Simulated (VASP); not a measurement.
BN: single point with r2SCAN

The system is BN.

```xyz
2
Lattice="0.0000 1.7471 1.7471 1.7471 0.0000 1.7471 1.7471 1.7471 0.0000" Properties=species:S:1:pos:R:3 pbc="T T T"
B     0.0000    0.0000    0.0000
N     0.8736    0.8736    0.8736
```

```json
{"Program": "VASP 6.6.1", "Task": "single point", "Functional": "r2SCAN", "Potentials or basis": "VASP PAW PBE potentials, release 64 (B, N)", "Cutoff": "660 eV", "k mesh": "12 × 12 × 12", "Occupations": "gaussian, width 0.01 eV", "Spin": "no spin polarisation"}
```

```
Pressure               : 47.2 GPa
Band gap on the k mesh : 5.09 eV, indirect (least direct gap 10.03 eV)
```

Levels at points of the mesh, in eV from the valence-band top:
```
           k point  band 1  band 2  band 3  band 4  band 5  band 6  band 7  band 8
(0.00, 0.00, 0.00)  -22.52    0.00    0.00    0.00   10.03   10.03   10.03   12.87
(0.50, 0.00, 0.00)  -17.72  -12.08   -2.22   -2.22   12.04   12.04   12.21   17.51
(0.50, 0.50, 0.00)  -16.15  -10.03   -5.64   -5.64    5.09   10.41   20.95   20.95
```

It took 41 s on 1 thread of Intel(R) Xeon(R) Platinum 8488C (Sapphire Rapids), on a shared host, peak memory 0.14 GiB.

Caveat: the PAW data sets were made with another functional, which shifts forces and pressure a little. A k mesh can miss the band edges.
